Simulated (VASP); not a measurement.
# ZnS (Cmc2_1) in VASP: single point with PBEsol

Aim: the single point of ZnS with PBEsol.

Everything below comes from runs of VASP 6.6.1. Logs are shortened: lines on timing, memory, paths and dates and some standing lists are left out, and cuts for length are marked.

### Step 1. The cell of the first run

The structure is orthorhombic, space group Cmc2_1 (No. 36). Conventional cell: a = 3.709 Å, b = 6.555 Å, c = 12.393 Å, α = 90.00°, β = 90.00°, γ = 90.00°. Zn (site symmetry m) has 4 S at 2.29 to 2.32 Å within 3.0 Å. Zn (site symmetry m) has 4 S at 2.29 to 2.32 Å within 3.0 Å. Within 3.0 Å of S (site symmetry m) lie 4 Zn at 2.29 to 2.32 Å. Within 3.0 Å of S (site symmetry m) lie 4 Zn at 2.29 to 2.32 Å.

### Step 2. Single point, PBEsol (strain -0.0200 x Voigt [1, 0, 0, 0, 0, 0])

The input, INCAR:

```
  ALGO = Normal
  EDIFF = 1E-7
  ENCUT = 520
  GGA = PS
  ISIF = 2
  ISMEAR = 0
  LASPH = True
  LCHARG = True
  LELF = True
  LREAL = False
  LVHAR = True
  LWAVE = False
  NBANDS = 46
  NELM = 80
  PREC = Accurate
  SIGMA = 0.05
```

The input, KPOINTS:

```
k-points
0
Gamma
  12 12 4
```

The input, POSCAR:

```
ZnS
1.0
    3.7089909262      0.0000000000      0.0000000000
   -1.8544954631      3.2776330250      0.0000000000
    0.0000000000      0.0000000000     12.3926922670
Zn S
4 4
Direct
    0.0000000000      0.0000000000      0.0001423162
    0.0000000000      0.0000000000      0.5001423162
    0.3333333333      0.6666666667      0.2500677721
    0.6666666667      0.3333333333      0.7500677721
    0.0000000000      0.0000000000      0.1872166306
    0.0000000000      0.0000000000      0.6872166306
    0.3333333333      0.6666666667      0.4375732810
    0.6666666667      0.3333333333      0.9375732810
```

Potentials or basis: VASP PAW PBE potentials, release 64 (Zn, S).

Run with:

```
cat potpaw_PBE.64/Zn/POTCAR potpaw_PBE.64/S/POTCAR > POTCAR
mpirun -np 1 vasp_std > vasp.out
```

OUTCAR:

```text
EDIFF = 1E-7
   ENCUT = 520
   GGA = PS
   ISIF = 2
   ISMEAR = 0
   LASPH = True
   LREAL = False
   NELM = 80
   PREC = Accurate

 ion  position               nearest neighbor table
   1  0.000  0.000  0.000-   8 2.29   8 2.29   5 2.32   8 2.32
   2  0.000  0.000  0.500-   7 2.29   7 2.29   6 2.32   7 2.32
   3  0.333  0.667  0.250-   5 2.29   5 2.29   5 2.32   7 2.32
   4  0.667  0.333  0.750-   6 2.29   6 2.29   6 2.32   8 2.32
   5  0.000  0.000  0.187-   3 2.29   3 2.29   1 2.32   3 2.32
   6  0.000  0.000  0.687-   4 2.29   4 2.29   2 2.32   4 2.32
   7  0.333  0.667  0.438-   2 2.29   2 2.29   2 2.32   3 2.32
   8  0.667  0.333  0.938-   1 2.29   1 2.29   1 2.32   4 2.32

  LATTYP: Found a base centered orthorhombic cell.
 ALAT       =     3.7089909262
 B/A-ratio  =     1.7673987832
 C/A-ratio  =     3.3412571003

  Lattice vectors:

 A1 = (   1.8544954631,  -3.2776330250,   0.0000000000)
 A2 = (   1.8544954631,   3.2776330250,   0.0000000000)
 A3 = (   0.0000000000,   0.0000000000,  12.3926922670)

Analysis of symmetry for initial positions (statically):
=====================================================================
 Subroutine PRICEL returns:
 Original cell was already a primitive cell.

 Routine SETGRP: Setting up the symmetry group for a
 base centered orthorhombic supercell.

 Subroutine GETGRP returns: Found  4 space group operations
 (whereof  2 operations were pure point group operations)
 out of a pool of  8 trial point group operations.

The static configuration has the point symmetry C_1h.
 The point group associated with its full space group is C_2v.

Analysis of symmetry for dynamics (positions and initial velocities):
=====================================================================
 Subroutine PRICEL returns:
 Original cell was already a primitive cell.

 Routine SETGRP: Setting up the symmetry group for a
 base centered orthorhombic supercell.

 Subroutine GETGRP returns: Found  4 space group operations
 (whereof  2 operations were pure point group operations)
 out of a pool of  8 trial point group operations.

The dynamic configuration has the point symmetry C_1h.
 The point group associated with its full space group is C_2v.

 Subroutine INISYM returns: Found  4 space group operations
 (whereof  2 operations are pure point group operations),
 and found     1 'primitive' translations
[... 104 lines left out ...]
   LASPH  =      T    aspherical Exc in radial PAW
   ENCUT  =  520.0 eV  38.22 Ry    6.18 a.u.   6.90  7.00 23.04*2*pi/ulx,y,z
   NELM   =     80;   NELMIN=  2; NELMDL= -5     # of ELM steps
   EDIFF  = 0.1E-06   stopping-criterion for ELM
   LREAL  =      F    real-space projection
   EDIFFG = 0.1E-05   stopping-criterion for IOM
   NSW    =      0    number of steps for IOM
   IBRION =     -1    ionic relax: 0-MD 1-quasi-New 2-CG
   NFREE  =      0    steps in history (QN), initial steepest desc. (CG)
   ISIF   =      2    stress and relaxation
   ISYM   =      2    0-nonsym 1-usesym 2-fastsym
   POTIM  = 0.5000    time-step for ionic-motion
   TEBEG  =    0.0;   TEEND  =   0.0 temperature during run
   PSTRESS=    0.0 pullay stress
   NELECT =      72.0000    total number of electrons
   NUPDOWN=      -1.0000    fix difference up-down
   EMIN   =  10.00;   EMAX   =-10.00  energy-range for DOS
   EFERMI =   0.00;   METHOD = LEGACY
   ISMEAR =     0;   SIGMA  =   0.05  broadening in eV -4-tet -1-fermi 0-gaus
   EFERMI_NEDOS =   21; number of points for ismear=-14 and -15
   IALGO  =     38    algorithm
   IMIX   =      4    mixing-type and parameters
     AMIX     =   0.40;   BMIX     =  1.00
     AMIX_MAG =   1.60;   BMIX_MAG =  1.00
  volume/ion in A,a.u.               =      18.83       127.08
  Fermi-wavevector in a.u.,A,eV,Ry     =   1.279946  2.418748 22.289914  1.638262
  Thomas-Fermi vector in A             =   2.412402
   LORBIT       =      0    0 simple, 1 ext, 2 COOP (PROOUT), +10 PAW based schemes
   GGA     = PS    functional components
   LHFCALC =     F    Hartree Fock is set to
   AEXX    =    0.0000 exact exchange contribution
   IVDW    =     0    specifies the selected vdW correction
   LEPSILON=     F    determine dielectric tensor
   LRPA    =     F    only Hartree local field effects (RPA)
 non-spin polarized calculation
 Gauss-broadening in eV      SIGMA  =   0.05
  energy-cutoff  :      520.00
  volume of cell :      150.65
 maximum number of plane-waves:      4086
   NGX = 13   NGY = 13   NGZ = 47

 number of electron      71.9999973 magnetization

 Free energy of the ion-electron system (eV)
  ---------------------------------------------------
  ext. energy  EPLUGINS =         0.00000000
  ---------------------------------------------------
  free energy    TOTEN  =       -30.30935857 eV

  energy without entropy =      -30.30935857  energy(sigma->0) =      -30.30935857

 E-fermi :   2.7399     XC(G=0): -10.0662

 val. band max:        2.5235345624   @ k =   0.0000   0.0000   0.0000
 cond. band min:       4.6768035003   @ k =   0.0000   0.0000   0.0000
 fundamental gap:      2.1532689379
 Fermi energy:         2.7398971736

 k-point     1 :       0.0000    0.0000    0.0000
  band No.  band energies     occupation
      1     -11.0387      2.00000
      2     -10.5869      2.00000
      3     -10.5769      2.00000
      4     -10.0281      2.00000
      5      -4.1057      2.00000
      6      -4.1051      2.00000
[... 1165 lines left out ...]
     45       9.2002      0.00000
     46       9.6409      0.00000

 [... further k-points ...]
[... 5 lines left out ...]
  --------------------------------------------------------------------------------------
  -------------------------------------------------------------------------------------
  Total        3.4584518      1.1327490      0.7743232      0.0000000      0.0000000      0.0000000
  in kB       36.7799007     12.0465451      8.2347632      0.0000000      0.0000000      0.0000000
  external PRESSURE =      19.0204030 kB  Pullay stress =       0.0000000 kB

 VOLUME and BASIS-vectors are now :
 -----------------------------------------------------------------------------
  energy-cutoff  :      520.00
  volume of cell :      150.65
      direct lattice vectors                 reciprocal lattice vectors
     3.708990926  0.000000000  0.000000000     0.269615111  0.152549110  0.000000000
    -1.854495463  3.277633025  0.000000000     0.000000000  0.305098219  0.000000000
     0.000000000  0.000000000 12.392692267     0.000000000  0.000000000  0.080692716

 POSITION                                       TOTAL-FORCE (eV/Angst)
 -----------------------------------------------------------------------------------
      0.00000      0.00000      0.00176         0.000000     -0.118712      0.086045
      0.00000      0.00000      6.19811         0.000000      0.118712      0.086045
     -0.00000      2.18509      3.09901         0.000000     -0.113501      0.082550
      1.85450      1.09254      9.29536         0.000000      0.113501      0.082550
      0.00000      0.00000      2.32012         0.000000      0.118008     -0.083509
      0.00000      0.00000      8.51646        -0.000000     -0.118008     -0.083509
     -0.00000      2.18509      5.42271         0.000000     -0.147379     -0.085086
      1.85450      1.09254     11.61906         0.000000      0.147379     -0.085086
 -----------------------------------------------------------------------------------
    total drift:                               -0.000002     -0.000003      0.000179

  FREE ENERGIE OF THE ION-ELECTRON SYSTEM (eV)
  ---------------------------------------------------
  free  energy   TOTEN  =       -30.3093585695 eV

  energy  without entropy=      -30.3093585695  energy(sigma->0) =      -30.30935857
```

OSZICAR:

```text
N       E                     dE             d eps       ncg     rms          rms(c)
DAV:   1     0.597193806741E+03    0.59719E+03   -0.33285E+04 11868   0.192E+03
DAV:   2     0.504160950989E+02   -0.54678E+03   -0.52514E+03 11868   0.443E+02
DAV:   3    -0.280275867388E+02   -0.78444E+02   -0.77260E+02 12994   0.155E+02
DAV:   4    -0.318979696315E+02   -0.38704E+01   -0.38540E+01 14554   0.344E+01
DAV:   5    -0.319582432289E+02   -0.60274E-01   -0.60242E-01 13976   0.441E+00    0.147E+01
DAV:   6    -0.302813480216E+02    0.16769E+01   -0.40027E+00 16822   0.463E+01    0.112E+01
DAV:   7    -0.303855669159E+02   -0.10422E+00   -0.45785E+00 13182   0.871E+00    0.397E+00
DAV:   8    -0.303176168419E+02    0.67950E-01   -0.20352E-01 15114   0.396E+00    0.118E+00
DAV:   9    -0.303091521002E+02    0.84647E-02   -0.94901E-02 15334   0.269E+00    0.346E-01
DAV:  10    -0.303090857378E+02    0.66362E-04   -0.38875E-03 14584   0.779E-01    0.244E-01
DAV:  11    -0.303093260243E+02   -0.24029E-03   -0.84160E-04 16058   0.229E-01    0.824E-02
DAV:  12    -0.303093516874E+02   -0.25663E-04   -0.93570E-05 14242   0.220E-01    0.215E-02
DAV:  13    -0.303093544162E+02   -0.27288E-05   -0.13389E-05 14286   0.650E-02    0.148E-02
DAV:  14    -0.303093588061E+02   -0.43899E-05   -0.60430E-06 14224   0.222E-02    0.583E-03
DAV:  15    -0.303093584994E+02    0.30664E-06   -0.33444E-06 15244   0.376E-02    0.283E-03
DAV:  16    -0.303093585695E+02   -0.70066E-07   -0.77008E-07 13406   0.542E-03
   1 F= -.30309359E+02 E0= -.30309359E+02  d E =-.361539E-12
```

Run time: 20 min. Hardware: 1 thread of Oxide Virtual Turin-like, shared host; peak memory 0.69 GiB.

What came out:

```
Free energy            : -30.3094 eV
Pressure               : 1.9 GPa
Largest force          : 0.170 eV/Å
Band gap on the k mesh : 2.15 eV
```

Forces in eV/Å, atoms in the order of the input:
```
Zn   0.000 -0.119  0.086
Zn   0.000  0.119  0.086
Zn   0.000 -0.114  0.083
Zn   0.000  0.114  0.083
S    0.000  0.118 -0.084
S    0.000 -0.118 -0.084
S    0.000 -0.147 -0.085
S    0.000  0.147 -0.085
```

Stress tensor (GPa, compression positive):
```
3.68 0.00 0.00
0.00 1.20 0.00
0.00 0.00 0.82
```

Levels at points of the mesh, in eV from the valence-band top:
```
           k point  band 32  band 33  band 34  band 35  band 36  band 37  band 38  band 39  band 40  band 41
(0.00, 0.00, 0.00)    -0.50    -0.49    -0.13    -0.08     0.00     2.15     3.18     3.40     3.64     6.12
(0.50, 0.00, 0.00)    -1.84    -1.83    -1.80    -1.30    -1.06     3.09     3.09     3.54     4.12     4.71
(0.00, 0.50, 0.00)    -1.82    -1.69    -1.68    -1.28    -0.92     3.14     3.19     3.74     4.32     4.81
(0.00, 0.00, 0.50)    -0.81    -0.24    -0.24    -0.15    -0.15     3.04     3.04     3.31     3.31     6.04
(0.50, 0.00, 0.50)    -2.31    -1.72    -1.72    -1.30    -1.30     3.45     3.45     3.84     3.84     4.48
(0.00, 0.50, 0.50)    -2.15    -1.72    -1.72    -1.16    -1.16     3.61     3.61     3.99     3.99     4.48
```

Caveat: the cell differs from its parent crystal (strain -0.0200 x Voigt [1, 0, 0, 0, 0, 0]); the PAW data sets were made with another functional, which shifts forces and pressure a little.
